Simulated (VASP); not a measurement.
Write the native input for VASP 6.6.1 that does the following.

- Task: single point
- Functional: r2SCAN
- Potentials or basis: VASP PAW PBE potentials, release 64 (Y_sv)
- Cutoff: 520 eV
- k mesh: 11 × 11 × 6
- Occupations: fermi-dirac, width 0.1 eV
- Spin: no spin polarisation
- Dipole correction: no
- Further INCAR settings: ALGO = Normal; EDIFF = 1e-06; NBANDS = 18

Y:

```
CELL_PARAMETERS angstrom
-1.97620 2.41155 1.76342
2.41155 -1.97620 1.76342
3.87267 3.87267 -0.96608
ATOMIC_POSITIONS crystal
Y 0.04153 0.95847 0.00000
Y 0.70847 0.29153 0.50000
```

These files were run (other wordings do the same):

POSCAR

```
Y
1.0
   -1.9761972978      2.4115454525      1.7634215896
    2.4115454525     -1.9761972978      1.7634215896
    3.8726675114      3.8726675114     -0.9660806469
Y
2
Direct
    0.0415338516      0.9584661484      0.0000000000
    0.7084661484      0.2915338516      0.5000000000
```

INCAR.step1

```
SYSTEM = Y
PREC = Accurate
ENCUT = 520
ISMEAR = -1
SIGMA = 0.1
LREAL = .FALSE.
LASPH = .TRUE.
NELM = 80
NBANDS = 18
GGA = PE
ALGO = Normal
EDIFF = 1E-4
LWAVE = .TRUE.
LCHARG = .FALSE.
```

INCAR.step2

```
SYSTEM = Y
PREC = Accurate
ENCUT = 520
EDIFF = 1E-6
ISMEAR = -1
SIGMA = 0.1
LREAL = .FALSE.
LASPH = .TRUE.
NELM = 80
ALGO = Normal
ISIF = 2
LWAVE = .FALSE.
LCHARG = .FALSE.
METAGGA = R2SCAN
LMIXTAU = .TRUE.
NBANDS = 18
ISTART = 1
```

KPOINTS

```
regular mesh
0
G
  11 11 6
  0 0 0
```

Potentials or basis: VASP PAW PBE potentials, release 64 (Y_sv).

Launch:

```sh
$ cat potpaw_PBE.64/Y_sv/POTCAR > POTCAR
$ cp INCAR.step1 INCAR
$ mpirun -np 1 vasp_std > vasp.out
$ cp INCAR.step2 INCAR
$ mpirun -np 1 vasp_std > vasp.out
```

It gave:

```yaml
Pressure: 3.8 GPa
Band_gap_on_the_k_mesh: zero (bands 11 and 12 overlap by 1.68 eV)
```

Caveat: the cell stands under pressure; the PAW data sets were made with another functional, which shifts forces and pressure a little.

Wall time 19 min on 1 thread of Intel Xeon 8259CL (shared host), peak memory 0.35 GiB.
